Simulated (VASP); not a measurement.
A run of VASP 6.6.1 is set up as follows.

Contents of INCAR:

```
SYSTEM = ScAl2N3
  PREC = Accurate
  ENCUT = 600
  EDIFF = 1E-6
  ISMEAR = 0
  SIGMA = 0.15
  LREAL = .FALSE.
  LASPH = .TRUE.
  NELM = 120
  ALGO = Normal
  ISIF = 2
  LWAVE = .FALSE.
  LCHARG = .FALSE.
  GGA = PE
  NBANDS = 25
  GGA_COMPAT = .FALSE.
```

Contents of KPOINTS:

```
regular mesh
0
G
  3 3 3
  0 0 0
```

The input POSCAR:

```
ScAl2N3
1.0
    5.0968210374      0.0000000030      0.0000000000
   -2.5484105213      4.4139764955      0.0000000000
    0.0000000000      0.0000000000      2.7702745964
Sc Al N
1 2 3
Direct
    0.0000000000      0.0000000000      0.5318485134
    0.6666666667      0.3333333333      1.0323917040
    0.3333333333      0.6666666667      1.0323917040
    0.5000000000      0.5000000000      0.5323350096
    0.5000000000      0.0000000000      0.5323350096
    0.0000000000      0.5000000000      0.5323350096
```

Potentials or basis: VASP PAW PBE potentials, release 64 (Sc_sv, Al, N).

The run is started by

```sh
$ cat potpaw_PBE.64/Sc_sv/POTCAR potpaw_PBE.64/Al/POTCAR potpaw_PBE.64/N/POTCAR > POTCAR
$ mpirun -np 1 vasp_std > vasp.out
```

(1) Predict the band gap on the k mesh.

(2) What does it give for the largest force?

(3) Estimate the pressure.

## Answers

(1) zero (band 16 reaches 8.45 eV, above the bottom of band 17 at 7.34 eV).

(2) 0.006 eV/Å.

(3) -0.4 GPa.

Caveat: the k points lie up to 0.76 Å⁻¹ apart.
